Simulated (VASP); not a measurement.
Sb, 1 atom in the cell. Symmetry: Pm-3m, No. 221, cubic system. Conventional cell: a = 3.069 Å, b = 3.069 Å, c = 3.069 Å, α = 90.00°, β = 90.00°, γ = 90.00°. Within 4.0 Å of Sb (site symmetry m-3m) lie 6 Sb at 3.07 Å. 

- Program: VASP 6.6.1
- Task: single point
- Functional: PBEsol
- Potentials or basis: VASP PAW PBE potentials, release 64 (Sb)
- Cutoff: 520 eV
- k mesh: 8 × 8 × 8
- Occupations: fermi-dirac, width 0.05 eV
- Spin: no spin polarisation
- Dipole correction: no
- Further INCAR settings: ALGO = Normal; EDIFF = 1e-06; NBANDS = 8

Potentials or basis: VASP PAW PBE potentials, release 64 (Sb).

Launch:

```bash
$ cat potpaw_PBE.64/Sb/POTCAR > POTCAR
$ mpirun -np 1 vasp_std > vasp.out
```

Hardware: 1 thread of AMD EPYC 7R13, on a shared host.

Q: Estimate the wall time of this run.

A: Run time: 13 s on 1 thread of AMD EPYC 7R13, on a shared host, peak memory 0.11 GiB. Counts: scf iterations 9, k points 35.
